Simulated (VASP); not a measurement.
A run of VASP 6.6.1:

File INCAR:

```
PREC = Accurate
ENCUT = 520
EDIFF = 1E-6
ISMEAR = 0
SIGMA = 0.15
LREAL = F
LASPH = T
NELM = 100
ALGO = Fast
ISIF = 2
LWAVE = F
LCHARG = F
GGA = PS
NBANDS = 18
```

Contents of KPOINTS:

```
Automatic mesh
0
Gamma
  18 18 18
```

The input POSCAR:

```
TiAl3
1.0
   -1.9077740733      1.9077740733      4.2769968076
    1.9077740733     -1.9077740733      4.2769968076
    1.9077740733      1.9077740733     -4.2769968076
Ti Al
1 3
Direct
    0.0000000000      0.0000000000      0.0000000000
    0.5087678345      0.5087678345      0.0000000000
    0.7500000000      0.2500000000      0.5000000000
    0.2500000000      0.7500000000      0.5000000000
```

Potentials or basis: VASP PAW PBE potentials, release 64 (Ti_sv, Al).

Command:

```console
$ cat potpaw_PBE.64/Ti_sv/POTCAR potpaw_PBE.64/Al/POTCAR > POTCAR
$ mpirun -np 1 vasp_std > vasp.out
```

Hardware: 1 thread of Intel Xeon 8259CL, on a shared host.

How long does it take, and how much memory?

Wall time 56 min on 1 thread of Intel Xeon 8259CL, on a shared host, peak memory 0.64 GiB. Counts: scf iterations 28, k points 480.
